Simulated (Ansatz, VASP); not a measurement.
## Si: VASP beside Ansatz

```
CELL_PARAMETERS angstrom
2.31290 -5.99040 0.00000
1.91386 5.84792 0.00000
0.00000 0.00000 12.57024
ATOMIC_POSITIONS crystal
Si 0.75707 0.24293 0.94498
Si 0.24293 0.75707 0.05502
Si 0.75707 0.24293 0.55502
Si 0.24293 0.75707 0.44498
Si 0.42870 0.57130 0.15723
Si 0.57130 0.42870 0.84277
Si 0.42870 0.57130 0.34277
Si 0.57130 0.42870 0.65723
Si 0.97110 0.02890 0.90927
Si 0.02890 0.97110 0.09073
Si 0.97110 0.02890 0.59073
Si 0.02890 0.97110 0.40927
```

Change from the starting cell: engineering shear strain xy -0.0750, equal normal strain along x and y +0.1125.

Alike in both runs: task single point; functional LDA; k mesh 10 × 10 × 4; occupations gaussian, width 0.03 eV; no spin polarisation.

```csv
,VASP,Ansatz
version,VASP 6.6.1,Ansatz 0.2.0
potentials or method,"VASP PAW LDA potentials, release 64 (Si), cutoff 520 eV","scalar-relativistic, plane waves, PAW"
valence electrons in the cell,48,48
```

|  | VASP | Ansatz | Ansatz less VASP |
| --- | --- | --- | --- |
| gap on the k mesh at the Fermi level (eV) | none | none | - |
| pressure (GPa) | -11.2 | -11.2 | -0.01 |
| traceless stress, the component that is largest in VASP (GPa) | 7.62 | 7.59 | -0.026 |
| rms of the force components (eV/Å) | 0.323 | 0.322 | -0.0003 |

Ansatz warns that its potentials were made for another functional, while VASP's fit it. LDA's correlation is that of Perdew and Zunger in VASP and of Perdew and Wang (1992) in Ansatz. Atom by atom the forces differ by 0.002 eV/Å (rms over components). A gap of «none» marks a metal or a gap that the smearing closes.
